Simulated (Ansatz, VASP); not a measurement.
**Two plane-wave programs on Mn**

File INCAR:

```
SYSTEM = Mn
ALGO = Normal
EDIFF = 1E-6
ENCUT = 500
GGA = PE
GGA_COMPAT = .FALSE.
ISIF = 2
ISMEAR = -1
ISPIN = 2
LASPH = .TRUE.
LCHARG = .FALSE.
LMAXMIX = 4
LORBIT = 11
LREAL = .FALSE.
LWAVE = .FALSE.
MAGMOM = -0.124 -0.124 -0.056 -0.056 -0.056 -0.056 -0.056 -0.056
NBANDS = 66
NELM = 200
PREC = Accurate
SIGMA = 0.05
```

The input KPOINTS:

```
k-points
0
G
  8 8 8
  0 0 0
```

File POSCAR:

```
Mn
1.0
    4.4185143547      0.0000000000      0.0000000000
    0.0000000000      4.4185143547      0.0000000000
    0.0000000000      0.0000000000      4.4185143547
Mn
8
Direct
    0.0000000000      0.0000000000      1.0000000000
    0.5000000000      0.5000000000      0.5000000000
    0.2500000000      0.0000000000      0.5000000000
    0.7500000000      0.0000000000      0.5000000000
    0.5000000000      0.2500000000      0.0000000000
    0.5000000000      0.7500000000      0.0000000000
    1.0000000000      0.5000000000      0.2500000000
    1.0000000000      0.5000000000      0.7500000000
```

Input for Ansatz:

```yaml
crystal:
  lattice:
    - [4.4185143547, 0.0, 0.0]
    - [0.0, 4.4185143547, 0.0]
    - [0.0, 0.0, 4.4185143547]
  atoms:
    - { symbol: Mn, position: [0.0, 0.0, 1.0], spin: -0.124 }
    - { symbol: Mn, position: [0.5, 0.5, 0.5], spin: -0.124 }
    - { symbol: Mn, position: [0.25, 0.0, 0.5], spin: -0.056 }
    - { symbol: Mn, position: [0.75, 0.0, 0.5], spin: -0.056 }
    - { symbol: Mn, position: [0.5, 0.25, 0.0], spin: -0.056 }
    - { symbol: Mn, position: [0.5, 0.75, 0.0], spin: -0.056 }
    - { symbol: Mn, position: [1.0, 0.5, 0.25], spin: -0.056 }
    - { symbol: Mn, position: [1.0, 0.5, 0.75], spin: -0.056 }
hamiltonian:
  xc: pbe
  pseudopotentials:
    kind: paw
    azcp:
      Mn: "pseudopotentials/Mn.paw.azcp"
basis:
  ecutwfc: 420
  fft_grid_basis: typed
kpoints:
  mp_grid: { grid: [8, 8, 8], shift: [0, 0, 0] }
magnetization:
  spin_polarized: true
scf:
  occupations: { method: fermi_dirac, width: 0.05 }
```

Alike in both runs: task single point; functional PBE; k mesh 8 × 8 × 8; occupations fermi-dirac, width 0.05 eV; collinear spin.

|  | VASP | Ansatz |
| --- | --- | --- |
| version | VASP 6.6.1 | Ansatz 0.2.0 |
| potentials or method | VASP PAW PBE potentials, release 64 (Mn_pv), cutoff 500 eV | plane waves (420 eV) with PAW, scalar-relativistic |
| valence electrons in the cell | 104 | 120 |

Ansatz gave:

| Quantity | Value |
| --- | --- |
| net moment per atom (μB) | 0.24 |
| size of the moment on the site where the two differ most (μB) | 0.24 |

Problem. What did VASP give for the same quantities?

Solution. net moment per atom (μB): 0.00; size of the moment on the site where the two differ most (μB): 0.00.

The net moments are unlike, so the other rows may belong to different states. Site moments also hang on the region over which each program counts them. VASP's potentials hold 104 valence electrons a cell and Ansatz's 120, so a difference there can come from the potentials and not from the codes.
